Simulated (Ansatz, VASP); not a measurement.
**One calculation of MgS, two programs**

```
Mg S
1.0
     4.19800    0.00000    0.00000
     0.00000    4.19800    0.00000
     0.00000    0.00000    5.43320
Mg S
2 2
Direct
  0.00000 0.00000 0.00000
  0.50000 0.50000 0.50000
  0.00000 0.50000 0.25000
  0.50000 0.00000 0.75000
```

Alike in both runs: task single point; functional PBEsol; k mesh 4 × 4 × 4; occupations gaussian, width 0.1 eV; no spin polarisation.

|  | VASP | Ansatz |
| --- | --- | --- |
| version | VASP 6.6.1 | Ansatz 0.2.0 |
| potentials or method | VASP PAW PBE potentials, release 64 (Mg, S), cutoff 600 eV | scalar-relativistic, plane waves, PAW |
| valence electrons in the cell | 16 | 32 |

Ansatz gave:

* gap on the k mesh at the Fermi level (eV): 2.88
* least direct gap on the mesh (eV): 2.88
* pressure (GPa): -3.2

Which values does VASP return?

gap on the k mesh at the Fermi level (eV): 2.88; least direct gap on the mesh (eV): 2.88; pressure (GPa): -3.3.

VASP's potentials were made for PBE, not for PBEsol, and Ansatz warns of the same on its side. VASP's potentials hold 16 valence electrons a cell and Ansatz's 32, so a difference there can come from the potentials and not from the codes.
